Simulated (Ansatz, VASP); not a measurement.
**One calculation of Ge, two programs**

```
Ge
1.0
    -2.57449    2.57449    1.39741
     2.57449   -2.57449    1.39741
     2.57449    2.57449   -1.39741
Ge
2
Direct
  0.50000 0.50000 0.00000
  0.25000 0.75000 0.50000
```

Alike in both runs: task relaxation of cell and atoms; functional revPBE; dispersion D3(BJ); k mesh 11 × 11 × 11; occupations fermi-dirac, width 0.05 eV; no spin polarisation.

|  | VASP | Ansatz |
| --- | --- | --- |
| version | VASP 6.6.1 | Ansatz 0.2.0 |
| potentials or method | VASP PAW PBE potentials, release 64 (Ge_d) | Ansatz PAW |
| plane-wave cutoff (eV) | 600 | 420 |
| valence electrons in the cell | 28 | 28 |

Ansatz gave:

- relaxed volume (Å³/atom): 18.18
- relaxed cell length with the largest relative difference (Å): 3.878

Task: Estimate VASP's values.

Result: Relaxed volume (Å³/atom): 18.20; relaxed cell length with the largest relative difference (Å): 3.878.

VASP's potentials were made for PBE, not for revPBE.

Noted on Ansatz's run: the plane-wave basis is chosen anew once the cell has moved, so the energies of steps on either side of that aren't comparable.
